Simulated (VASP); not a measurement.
Here is a VASP 6.6.1 calculation.

Contents of INCAR:

```
ALGO = Normal
EDIFF = 1E-7
ENCUT = 520
GGA = PS
ISIF = 2
ISMEAR = 0
LASPH = True
LCHARG = True
LELF = True
LREAL = Auto
LVHAR = True
LWAVE = False
NBANDS = 52
NELECT = 74.0
NELM = 80
PREC = Accurate
SIGMA = 0.02
```

Contents of KPOINTS:

```
k-points
0
Gamma
  2 2 2
```

Contents of POSCAR:

```
CuSi16
1.0
    0.0000000000      5.4300000000      5.4300000000
    5.4300000000      0.0000000000      5.4300000000
    5.4300000000      5.4300000000      0.0000000000
Si Cu
16 1
Direct
   -0.0443997238      0.0169669429      0.0175127993
    0.1175179558      0.1206485267      0.1202197974
    0.0034755985     -0.0163691529      0.5094533149
    0.1177891344      0.1152403315      0.6466202578
    0.0039240331      0.5096041436     -0.0169632597
    0.1185646409      0.6462900552      0.1147775322
    0.0003146409      0.5049343462      0.5047105893
    0.1573043278      0.6115577348      0.6107619705
    0.4901740331     -0.0019143646     -0.0019337017
    0.5831708103      0.1375444751      0.1378776243
    0.4902603131      0.0007131676      0.5109739411
    0.6317572744      0.1175416206      0.6244616943
    0.4910364641      0.5104760589      0.0005176796
    0.6321908840      0.6245290055      0.1171466851
    0.5289710866      0.4912139963      0.4908162063
    0.6286476059      0.6273105893      0.6270569982
    1.1143293738      0.2957803867      0.2957194291
```

Potentials or basis: VASP PAW PBE potentials, release 64 (Si, Cu).

The run is started by

```sh
$ cat potpaw_PBE.64/Si/POTCAR potpaw_PBE.64/Cu/POTCAR > POTCAR
$ mpirun -np 1 vasp_std > vasp.out
```

Task: Estimate the largest force.

Result: 0.067 eV/Å.

Forces in eV/Å, atoms in the order of the input:
```
Si   0.004 -0.004 -0.001
Si  -0.012 -0.017 -0.018
Si  -0.007  0.001 -0.002
Si   0.022  0.006 -0.015
Si  -0.007 -0.004  0.000
Si   0.024 -0.013  0.006
Si  -0.003  0.007  0.005
Si   0.010 -0.004 -0.008
Si  -0.004 -0.005 -0.004
Si   0.003  0.000  0.000
Si  -0.003  0.006  0.002
Si   0.002  0.000 -0.002
Si   0.002 -0.004  0.006
Si   0.002 -0.005  0.000
Si   0.002 -0.001 -0.005
Si   0.001 -0.004 -0.005
Cu  -0.033  0.042  0.040
```

Caveat: the k points lie up to 0.50 Å⁻¹ apart; the cell carries a net charge on a neutralising background, which shifts energy and pressure; the PAW data sets were made with another functional, which shifts forces and pressure a little.
